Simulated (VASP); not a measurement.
# WSe2 (Fmm2) in VASP: single point with PBE+D3(BJ)

Aim: the single point of WSe2 with PBE+D3(BJ).

Everything below comes from runs of VASP 6.6.1. Logs are shortened: lines on timing, memory, paths and dates and some standing lists are left out, and cuts for length are marked.

**1. The cell of the first run**

The structure is orthorhombic, space group Fmm2 (No. 42). Conventional cell: a = 3.279 Å, b = 28.022 Å, c = 5.679 Å, α = 90.00°, β = 90.00°, γ = 90.00°. W (site symmetry m) has 6 Se at 2.53 Å and 6 W at 3.28 Å within 3.3 Å. Se (site symmetry m) has 3 W at 2.53 Å and 7 Se at 3.28 to 3.37 Å within 3.4 Å. Se (site symmetry m) has 3 W at 2.53 Å and 7 Se at 3.28 to 3.37 Å within 3.4 Å.

**2. Single point, PBE+D3(BJ)**

Contents of INCAR:

```
PREC     = Accurate       # precision mode
ENCUT    = 520            # plane-wave cutoff, eV
EDIFF    = 1E-7           # SCF threshold, eV
ISMEAR   = 0              # smearing method
SIGMA    = 0.05           # smearing width, eV
LREAL    = F              # projectors in reciprocal space
LASPH    = T              # aspherical terms in the spheres
NELM     = 60             # most SCF steps
ALGO     = Normal         # electronic algorithm
ISIF     = 2              # what is computed and relaxed
LWAVE    = F              # write WAVECAR
LCHARG   = T              # write CHGCAR
GGA      = PE             # functional
IVDW     = 12             # dispersion correction
LELF     = T              # ELF
LVHAR    = T            
NBANDS   = 35             # bands
ISYM     = 0
```

Contents of KPOINTS:

```
regular mesh
0
Gamma
  9 9 2
```

Contents of POSCAR:

```
WSe2
1.0
   -3.2789854852      0.0000000000      0.0000000000
   -1.6394927426     -2.8396847288      0.0000000000
   -0.8197463713     -1.4198423644     14.0112373504
W Se
2 4
Direct
    0.0000000000     -0.3750000000      0.7500000000
    0.0000000000     -0.1250000000      0.2500000000
    0.3333333333     -0.1018048798      0.8702764262
    0.3333333333      0.1481951202      0.3702764262
    0.3333333333      0.2684715464      0.1297235738
    0.3333333333      0.0184715464      0.6297235738
```

Potentials or basis: VASP PAW PBE potentials, release 64 (W_sv, Se).

Started as:

```sh
$ cat potpaw_PBE.64/W_sv/POTCAR potpaw_PBE.64/Se/POTCAR > POTCAR
$ mpirun -np 1 vasp_std > vasp.out
```

OUTCAR:

```text
PREC = Accurate
   ENCUT = 520
   EDIFF = 1E-7
   ISMEAR = 0
   LREAL = F
   LASPH = T
   NELM = 60
   ISIF = 2
   GGA = PE
   IVDW = 12
   ISYM = 0
 IVDW          = 12

 ion  position               nearest neighbor table
   1  0.000  0.625  0.750-   3 2.53   6 2.53   3 2.53   6 2.53   3 2.53   6 2.53
   2  0.000  0.875  0.250-   4 2.53   5 2.53   4 2.53   5 2.53   4 2.53   5 2.53
   3  0.333  0.898  0.870-   1 2.53   1 2.53   1 2.53
   4  0.333  0.148  0.370-   2 2.53   2 2.53   2 2.53
   5  0.333  0.268  0.130-   2 2.53   2 2.53   2 2.53
   6  0.333  0.018  0.630-   1 2.53   1 2.53   1 2.53

IMPORTANT INFORMATION: All symmetrisations will be switched off!
NOSYMM: (Re-)initialisation of all symmetry stuff for point group C_1.

----------------------------------------------------------------------------------------

                                     Primitive cell

  volume of cell :     130.4626

  direct lattice vectors                    reciprocal lattice vectors
    -3.278985485  0.000000000  0.000000000    -0.304972378  0.176075884  0.000000000
    -1.639492743 -2.839684729  0.000000000     0.000000000 -0.352151769 -0.035685642
    -0.819746371 -1.419842364 14.011237350     0.000000000  0.000000000  0.071371284

  length of vectors
     3.278985485  3.278985485 14.106831981     0.352151769  0.353955270  0.071371284

  position of ions in fractional coordinates (direct lattice)
     0.000000000  0.625000000  0.750000000
     0.000000000  0.875000000  0.250000000
     0.333333333  0.898195120  0.870276426
     0.333333333  0.148195120  0.370276426
     0.333333333  0.268471546  0.129723574
     0.333333333  0.018471546  0.629723574

  ion indices of the primitive-cell ions
   primitive index   ion index
                 1           1
                 2           2
                 3           3
                 4           4
                 5           5
                 6           6

----------------------------------------------------------------------------------------

 KPOINTS: regular mesh

Automatic generation of k-mesh.
 Grid dimensions read from file:
 generate k-points for:    9    9    2

 Generating k-lattice:

  Cartesian coordinates                     Fractional coordinates (reciprocal lattice)
    -0.033885820  0.019563987  0.000000000     0.111111111  0.000000000  0.000000000
     0.000000000 -0.039127974 -0.003965071     0.000000000  0.111111111 -0.000000000
     0.000000000  0.000000000  0.035685642     0.000000000  0.000000000  0.500000000

  Length of vectors
     0.039127974  0.039328363  0.035685642

  Shift w.r.t. Gamma in fractional coordinates (k-lattice)
     0.000000000  0.000000000  0.000000000

 -----------------------------------------------------------------------------
|                                                                             |
|           W    W    AA    RRRRR   N    N  II  N    N   GGGG   !!!           |
|           W    W   A  A   R    R  NN   N  II  NN   N  G    G  !!!           |
|           W    W  A    A  R    R  N N  N  II  N N  N  G       !!!           |
|           W WW W  AAAAAA  RRRRR   N  N N  II  N  N N  G  GGG   !            |
|           WW  WW  A    A  R   R   N   NN  II  N   NN  G    G                |
|           W    W  A    A  R    R  N    N  II  N    N   GGGG   !!!           |
|                                                                             |
|     Your reciprocal lattice and k-lattice belong to different lattice       |
|     classes:                                                                |
|                                                                             |
|        The reciprocal lattice is body-centered orthorhombic,                |
|        whereas your k-lattice is base-centered monoclinic.                  |
|                                                                             |
|     Results are often still useful ...                                      |
|                                                                             |
 -----------------------------------------------------------------------------

 WARNING: IBZKPT: internal override: KBLOWUP is changed to .FALSE.
      ... skipping the blow-up phase ...

 Subroutine IBZKPT returns following result:
 ===========================================

 Found     82 irreducible k-points:

 Following reciprocal coordinates:
            Coordinates               Weight
  0.000000  0.000000  0.000000      1.000000
  0.111111  0.000000  0.000000      2.000000
  0.222222  0.000000  0.000000      2.000000
  0.333333  0.000000 -0.000000      2.000000
  0.444444  0.000000  0.000000      2.000000
  0.000000  0.111111  0.000000      2.000000
[... 16 lines left out ...]
 -0.111111  0.222222  0.000000      2.000000
  0.000000  0.333333  0.000000      2.000000
 [... further k-points ...]
   k-points           NKPTS =     82   k-points in BZ     NKDIM =     82   number of bands    NBANDS=     35
   number of dos      NEDOS =    301   number of ions     NIONS =      6
   total plane-waves  NPLWV =  62208
   dimension x,y,z NGX =    24 NGY =   24 NGZ =  108
   dimension x,y,z NGXF=    48 NGYF=   48 NGZF=  216
   ions per type =               2   4
   NGX,Y,Z   is equivalent  to a cutoff of  12.17, 12.17, 12.73 a.u.
   NGXF,Y,Z  is equivalent  to a cutoff of  24.34, 24.34, 25.46 a.u.
 SYSTEM =  unknown system
   PREC   = accura    normal or accurate (medium, high low for compatibility)
   ISTART =      0    job   : 0-new  1-cont  2-samecut
   ICHARG =      2    charge: 1-file 2-atom 10-const
   ISPIN  =      1    spin polarized calculation?
   LNONCOLLINEAR =      F non collinear calculations
   LSORBIT =      F    spin-orbit coupling
   LASPH  =      T    aspherical Exc in radial PAW
   ENCUT  =  520.0 eV  38.22 Ry    6.18 a.u.   6.10  6.10 26.23*2*pi/ulx,y,z
   NELM   =     60;   NELMIN=  2; NELMDL= -5     # of ELM steps
   EDIFF  = 0.1E-06   stopping-criterion for ELM
   LREAL  =      F    real-space projection
   EDIFFG = 0.1E-05   stopping-criterion for IOM
   NSW    =      0    number of steps for IOM
   IBRION =     -1    ionic relax: 0-MD 1-quasi-New 2-CG
   NFREE  =      0    steps in history (QN), initial steepest desc. (CG)
   ISIF   =      2    stress and relaxation
   ISYM   =      0    0-nonsym 1-usesym 2-fastsym
   POTIM  = 0.5000    time-step for ionic-motion
   TEBEG  =    0.0;   TEEND  =   0.0 temperature during run
   PSTRESS=    0.0 pullay stress
   NELECT =      52.0000    total number of electrons
   NUPDOWN=      -1.0000    fix difference up-down
   EMIN   =  10.00;   EMAX   =-10.00  energy-range for DOS
   EFERMI =   0.00;   METHOD = LEGACY
   ISMEAR =     0;   SIGMA  =   0.05  broadening in eV -4-tet -1-fermi 0-gaus
   EFERMI_NEDOS =   21; number of points for ismear=-14 and -15
   IALGO  =     38    algorithm
   IMIX   =      4    mixing-type and parameters
     AMIX     =   0.40;   BMIX     =  1.00
     AMIX_MAG =   1.60;   BMIX_MAG =  1.00
  volume/ion in A,a.u.               =      21.74       146.73
  Fermi-wavevector in a.u.,A,eV,Ry     =   1.204797  2.276736 19.749347  1.451536
  Thomas-Fermi vector in A             =   2.340512
   LORBIT       =      0    0 simple, 1 ext, 2 COOP (PROOUT), +10 PAW based schemes
   GGA     = PE    functional components
   LHFCALC =     F    Hartree Fock is set to
   AEXX    =    0.0000 exact exchange contribution
   IVDW    =    12    specifies the selected vdW correction
   LEPSILON=     F    determine dielectric tensor
   LRPA    =     F    only Hartree local field effects (RPA)
 non-spin polarized calculation
 Gauss-broadening in eV      SIGMA  =   0.05
  energy-cutoff  :      520.00
  volume of cell :      130.46
 maximum number of plane-waves:      3551
   NGX = 13   NGY = 13   NGZ = 53

 number of electron      52.0000005 magnetization

 Free energy of the ion-electron system (eV)
  ---------------------------------------------------
  ext. energy  EPLUGINS =         0.00000000
  ---------------------------------------------------
  free energy    TOTEN  =       -43.15189719 eV

  energy without entropy =      -43.15189719  energy(sigma->0) =      -43.15189719

 E-fermi :   5.5876     XC(G=0): -10.2372

 val. band max:        5.2707400685   @ k =   0.0000   0.0000   0.0000
 cond. band min:       6.6453640319   @ k =  -0.2222   0.1111   0.0000
 fundamental gap:      1.3746239634
 Fermi energy:         5.5875690500

 k-point     1 :       0.0000    0.0000    0.0000
  band No.  band energies     occupation
      1     -68.7998      2.00000
      2     -68.7997      2.00000
      3     -33.0525      2.00000
      4     -33.0524      2.00000
      5     -32.9101      2.00000
      6     -32.9101      2.00000
[... 27 lines left out ...]
     34       8.4305      0.00000
     35       9.9006      0.00000

 k-point     2 :       0.1111    0.0000    0.0000
  band No.  band energies     occupation
      1     -68.7985      2.00000
      2     -68.7985      2.00000
      3     -33.0471      2.00000
      4     -33.0471      2.00000
      5     -32.9383      2.00000
      6     -32.9383      2.00000
[... 27 lines left out ...]
     34       8.5442      0.00000
     35      10.7889      0.00000

 k-point     3 :       0.2222    0.0000    0.0000
  band No.  band energies     occupation
      1     -68.7953      2.00000
      2     -68.7953      2.00000
      3     -33.0334      2.00000
      4     -33.0334      2.00000
      5     -33.0096      2.00000
      6     -33.0096      2.00000
[... 27 lines left out ...]
     34       9.0919      0.00000
     35      11.4227      0.00000
[... 723 lines left out ...]
 k-point    23 :      -0.1111    0.2222    0.0000
  band No.  band energies     occupation
      1     -68.7929      2.00000
      2     -68.7928      2.00000
      3     -33.0555      2.00000
      4     -33.0555      2.00000
      5     -33.0229      2.00000
      6     -33.0229      2.00000
[... 27 lines left out ...]
     34       9.6233      0.00000
     35      11.9542      0.00000

 k-point    24 :       0.0000    0.3333    0.0000
  band No.  band energies     occupation
      1     -68.7917      2.00000
      2     -68.7916      2.00000
      3     -33.0897      2.00000
      4     -33.0897      2.00000
      5     -33.0178      2.00000
      6     -33.0178      2.00000
[... 27 lines left out ...]
     34       9.5252      0.00000
     35      11.0904      0.00000

 [... further k-points ...]

------------------------ aborting loop because EDIFF is reached ----------------------------------------

 Edisp (eV)   -2.59338

 E8    (eV) :    -1.1568

  FORCE on cell =-STRESS in cart. coord.  units (eV):
  Direction    XX          YY          ZZ          XY          YZ          ZX
  --------------------------------------------------------------------------------------
  -------------------------------------------------------------------------------------
  Total       0.19675     0.24061    -0.26262     0.03797     0.00012     0.00007
  in kB       2.41627     2.95483    -3.22517     0.46627     0.00146     0.00084
  external pressure =        0.72 kB  Pullay stress =        0.00 kB

 VOLUME and BASIS-vectors are now :
 -----------------------------------------------------------------------------
  energy-cutoff  :      520.00
  volume of cell :      130.46
      direct lattice vectors                 reciprocal lattice vectors
    -3.278985485  0.000000000  0.000000000    -0.304972378  0.176075884  0.000000000
    -1.639492743 -2.839684729  0.000000000     0.000000000 -0.352151769 -0.035685642
    -0.819746371 -1.419842364 14.011237350     0.000000000  0.000000000  0.071371284

 POSITION                                       TOTAL-FORCE (eV/Angst)
 -----------------------------------------------------------------------------------
     -1.63949     -2.83968     10.50843         0.000543     -0.000330      0.023806
     -1.63949     -2.83968      3.50281         0.000557     -0.000305     -0.023808
     -3.27899     -3.78625     12.19365        -0.001548      0.000997      0.153295
     -1.63949     -0.94656      5.18803         0.001073     -0.000550      0.046109
     -1.63949     -0.94656      1.81759        -0.001637      0.000842     -0.153299
     -1.63949     -0.94656      8.82321         0.001013     -0.000654     -0.046103
 -----------------------------------------------------------------------------------
    total drift:                                0.000731     -0.000422     -0.000002

  FREE ENERGIE OF THE ION-ELECTRON SYSTEM (eV)
  ---------------------------------------------------
  free  energy   TOTEN  =       -45.7452738159 eV

  energy  without entropy=      -45.7452738159  energy(sigma->0) =      -45.74527382
```

It took 4.8 min on 1 thread of Intel Xeon Platinum 8488C (Sapphire Rapids), shared host; peak memory 0.45 GiB.

Results:

- Free energy: -45.7453 eV
- Pressure: 0.1 GPa
- Largest force: 0.153 eV/Å
- Band gap on the k mesh: 1.37 eV (least direct gap 1.66 eV)
- Dispersion energy per atom: -0.432 eV

Forces in eV/Å, atoms in the order of the input:
```
W    0.001  0.000  0.024
W    0.001  0.000 -0.024
Se  -0.002  0.001  0.153
Se   0.001 -0.001  0.046
Se  -0.002  0.001 -0.153
Se   0.001 -0.001 -0.046
```

Levels at points of the mesh, in eV from the valence-band top:
```tsv
k point	band 23	band 24	band 25	band 26	band 27	band 28	band 29	band 30
(0.00, 0.00, 0.00)	-1.20	-1.19	-0.87	0.00	2.93	2.94	2.95	2.99
(0.00, 0.00, 0.50)	-1.20	-1.19	-0.28	-0.23	2.91	2.94	2.97	3.01
```

Caveat: spin-orbit coupling is left out, which moves the levels of the heavy elements; an odd mesh through Γ misses points on the zone boundary, where band edges can lie.
